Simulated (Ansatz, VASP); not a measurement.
Two plane-wave programs on Sc2GaN3

```xyz
6
Lattice="3.4915 0.0000 0.0000 -1.7457 3.0237 0.0000 0.0000 0.0000 7.0649" Properties=species:S:1:pos:R:3 pbc="T T T"
Sc    1.7457    1.0079    2.2551
Sc    1.7457    1.0079    4.8098
Ga    0.0000    0.0000    0.0000
N     0.0000    0.0000    3.5324
N     0.0000    2.0158    0.0000
N     0.0000    2.0158    3.5324
```

Change from the starting cell: species swapped into the Ce2CuGe3 type (P-6m2, No. 187).

Alike in both runs: functional PBE; k mesh 4 × 4 × 2; occupations gaussian, width 0.15 eV; no spin polarisation.

Ansatz relaxed the structure, and its values are those at the end. VASP's run is a single point on that final structure, the one shown.

```csv
,VASP,Ansatz
version,VASP 6.6.1,Ansatz 0.2.0
potentials or method,"VASP PAW PBE potentials, release 64 (Sc_sv, Ga_d, N), cutoff 600 eV","scalar-relativistic, plane waves, PAW"
valence electrons in the cell,50,50
```

Ansatz gave:

* gap on the k mesh at the Fermi level (eV): none
* pressure (GPa): 0.0
* rms of the force components (eV/Å): 0.015

Which values does VASP return?

gap on the k mesh at the Fermi level (eV): none; pressure (GPa): 0.4; rms of the force components (eV/Å): 0.040.

A gap of «none» marks a metal or a gap that the smearing closes.

The k mesh is coarse, so the values compare programs but aren't converged.
